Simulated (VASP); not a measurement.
Here is a VASP 6.6.1 calculation.

File INCAR:

```
SYSTEM = C
PREC = Accurate
ENCUT = 600
EDIFF = 1E-7
ISMEAR = 0
SIGMA = 0.02
LREAL = .FALSE.
LASPH = .TRUE.
NELM = 120
ALGO = Normal
ISIF = 3
LWAVE = .FALSE.
LCHARG = .FALSE.
GGA = PE
IBRION = 2
NSW = 100
EDIFFG = -0.01
GGA_COMPAT = .FALSE.
NELMIN = 4
```

The input KPOINTS:

```
Automatic mesh
0
G
  12 12 8
  0 0 0
```

File POSCAR:

```
C
1.0
    2.1360704069     -1.2332548081      0.0000000000
    2.1360704069      1.2332548081      0.0000000000
   -0.2394575933      0.0000000000      4.1227796830
C
2
Direct
    0.3333342170      0.3333342170      0.0000005725
    0.6666657830      0.6666657830      0.9999994275
```

Potentials or basis: VASP PAW PBE potentials, release 64 (C).

The run is started by

```sh
$ cat potpaw_PBE.64/C/POTCAR > POTCAR
$ mpirun -np 1 vasp_std > vasp.out
```

(1) Estimate the space group after relaxing (to 0.05 Å).

(2) What does it give for the band gap on the k mesh?

(3) What does it give for the relaxed cell?

(4) What does it give for the relaxed volume?

Results:

(1) C2/m (No. 12).

(2) zero (band 4 reaches 3.19 eV, above the bottom of band 5 at 2.87 eV).

(3) a = 2.467 Å, b = 2.467 Å, c = 4.129 Å, α = 92.88°, β = 92.88°, γ = 60.00°.

(4) 10.86 Å³/atom.

Caveat: this functional lacks dispersion, which binds the layers, so the pressure and a relaxed spacing across them are unreliable.
